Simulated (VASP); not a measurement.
Wanted: the native input for a VASP 6.6.1 run.

| Quantity | Value |
| --- | --- |
| Task | single point |
| Functional | PBE |
| Potentials or basis | VASP PAW PBE potentials, release 64 (N, B) |
| Cutoff | 520 eV |
| k mesh | 12 × 12 × 6 |
| Occupations | fermi-dirac, width 0.05 eV |
| Spin | no spin polarisation |
| Dipole correction | no |
| Further INCAR settings | ALGO = Normal; EDIFF = 1e-07; NBANDS = 16 |

The structure of BN lies in POSCAR:

```
BN
1.0
    2.5367985510      0.0000000000      0.0000000000
   -1.2683992755      2.1969319894      0.0000000000
    0.0000000000      0.0000000000      4.1984859909
N B
2 2
Direct
    0.3333333333      0.6666666667      0.1252760000
    0.6666666667      0.3333333333      0.6252760000
    0.3333333333      0.6666666667      0.4997240000
    0.6666666667      0.3333333333      0.9997240000
```

One way to write it, as run:

INCAR

```
ALGO = Normal
EDIFF = 1E-7
ENCUT = 520
GGA = PE
ISIF = 2
ISMEAR = -1
LASPH = True
LCHARG = True
LELF = True
LREAL = False
LVHAR = True
LWAVE = False
NBANDS = 16
NELM = 60
PREC = Accurate
SIGMA = 0.05
```

KPOINTS

```
k-points
0
Gamma
  12 12 6
```

Potentials or basis: VASP PAW PBE potentials, release 64 (N, B).

Command:

```sh
$ cat potpaw_PBE.64/N/POTCAR potpaw_PBE.64/B/POTCAR > POTCAR
$ mpirun -np 1 vasp_std > vasp.out
```

Results of the run:

```json
{
 "Pressure": "8.0 GPa",
 "Band gap on the k mesh": "5.17 eV, indirect (least direct gap 8.33 eV)"
}
```

It took 15 s on 1 thread of AMD EPYC 9R14 (Zen 4), on a shared host, peak memory 0.11 GiB.
